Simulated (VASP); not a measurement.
AlAs, 2 atoms in the cell. Symmetry: F-43m, No. 216, cubic system. The conventional cell has a = 5.629 Å, b = 5.629 Å, c = 5.629 Å, α = 90.00°, β = 90.00°, γ = 90.00°. Al (site symmetry -43m) has 4 As at 2.44 Å within 3.2 Å. Within 3.2 Å of As (site symmetry -43m) lie 4 Al at 2.44 Å. 

| Item | Value |
| --- | --- |
| Program | VASP 6.6.1 |
| Task | single point |
| Functional | LDA |
| Potentials or basis | VASP PAW LDA potentials, release 64 (Al, As) |
| Cutoff | 500 eV |
| k mesh | 8 × 8 × 8 |
| Occupations | gaussian, width 0.02 eV |
| Spin | no spin polarisation |
| Dipole correction | no |
| Further INCAR settings | ALGO = Normal; EDIFF = 1e-06; NBANDS = 11 |

Potentials or basis: VASP PAW LDA potentials, release 64 (Al, As).

Command:

```console
$ cat potpaw_LDA.64/Al/POTCAR potpaw_LDA.64/As/POTCAR > POTCAR
$ mpirun -np 1 vasp_std > vasp.out
```

Hardware: 1 thread of AMD EPYC 7R43 64-Core Processor (Zen 3) (shared host).

Q: How long does it take, and how much memory?

A: Run time: 12 s on 1 thread of AMD EPYC 7R43 64-Core Processor (Zen 3) (shared host), peak memory 0.12 GiB. Counts: scf iterations 12, k points 29.
